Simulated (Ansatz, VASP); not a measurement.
**One calculation of KCl, two programs**

The input INCAR:

```
PREC = Accurate
ENCUT = 520
EDIFF = 1E-6
ISMEAR = -1
SIGMA = 0.03
LREAL = False
LASPH = True
NELM = 80
ALGO = Normal
ISIF = 2
LWAVE = False
LCHARG = False
GGA = PS
NBANDS = 15
```

The input KPOINTS:

```
regular mesh
0
Gamma
  7 7 7
```

Contents of POSCAR:

```
KCl
1.0
    0.0000000000      3.1561000000      3.1876610000
    3.1561000000      0.0000000000      3.1876610000
    3.1561000000      3.1561000000      0.0000000000
K Cl
1 1
Direct
    0.0000000000      0.0000000000      0.0000000000
    0.5000000000      0.5000000000      0.5000000000
```

Input for Ansatz:

```yaml
crystal:
  lattice:
    - [0.0, 3.1561, 3.187661]
    - [3.1561, 0.0, 3.187661]
    - [3.1561, 3.1561, 0.0]
  atoms:
    - { symbol: K, position: [0.0, 0.0, 0.0] }
    - { symbol: Cl, position: [0.5, 0.5, 0.5] }
kpoints:
  mp_grid: { grid: [7, 7, 7] }
  band_path:
    path:
      - [0.0, 0.0, 0.0]
      - [0.0, 0.5, 0.5]
      - [0.25, 0.75, 0.5]
      - [0.0, 0.5, 0.0]
      - [0.0, 0.0, 0.0]
      - [0.5, 0.5, 0.0]
      - [0.3725370062, 0.6274629938, 0.0]
      - [-0.3725370062, 0.3725370062, 0.0]
      - [0.0, 0.0, 0.0]
    npoints: 5
scf:
  occupations: { method: fermi_dirac, width: 0.03 }
hamiltonian:
  xc: pbesol
  pseudopotentials: { kind: all_electron, lapw: { basis_error: 0.0005 } }
output:
  forces: true
  stress: true
  eigenvalues: true
```

Change from the starting cell: zz strain of +1 %.

Alike in both runs: task single point; functional PBEsol; k mesh 7 × 7 × 7; occupations fermi-dirac, width 0.03 eV; no spin polarisation.

```csv
,VASP,Ansatz
version,VASP 6.6.1,Ansatz 0.2.0
potentials or method,"VASP PAW PBE potentials, release 64 (K_sv, Cl), cutoff 520 eV","all-electron LAPW, scalar-relativistic"
```

```csv
,VASP,Ansatz,Ansatz less VASP
gap on the k mesh at the Fermi level (eV),4.96,4.96,+0.003
pressure (GPa),-0.7,-0.7,-0.03
"traceless stress, the component that is largest in VASP (GPa)",-0.19,-0.19,+0.005
```

VASP's potentials were made for PBE, not for PBEsol. Ansatz ran all-electron here, and VASP with PAW potentials.
